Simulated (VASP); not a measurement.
**Ti: single point with PBEsol**

The system is Ti.

```
Ti
1.0
     2.89682    0.00000    0.00000
    -1.44841    2.50872    0.00000
     0.00000    0.00000    4.58327
Ti
2
Direct
  0.33333 0.66667 0.25000
  0.66667 0.33333 0.75000
```

```yaml
Program: VASP 6.6.1
Task: single point
Functional: PBEsol
Potentials_or_basis: VASP PAW PBE potentials, release 64 (Ti_sv)
Cutoff: 520 eV
k_mesh: 15 × 15 × 8
Occupations: fermi-dirac, width 0.08 eV
Spin: no spin polarisation
```

| Item | Value |
| --- | --- |
| Pressure | 0.3 GPa |
| Band gap on the k mesh | zero (bands 12 and 13 overlap by 1.03 eV) |

Levels at points of the mesh, in eV from the Fermi level:
```csv
k point,band 8,band 9,band 10,band 11,band 12,band 13,band 14,band 15,band 16,band 17
"(0.00, 0.00, 0.00)",-32.43,-6.30,-2.79,0.81,0.81,0.92,0.94,1.34,1.34,1.70
"(0.00, 0.00, 0.50)",-32.49,-4.38,-4.38,0.11,0.11,0.70,0.70,0.70,0.70,2.97
```

Run time: 95 s on 1 thread of Intel Xeon 8259CL, on a shared host, peak memory 0.2 GiB.

Caveat: the PAW data sets were made with another functional, which shifts forces and pressure a little.
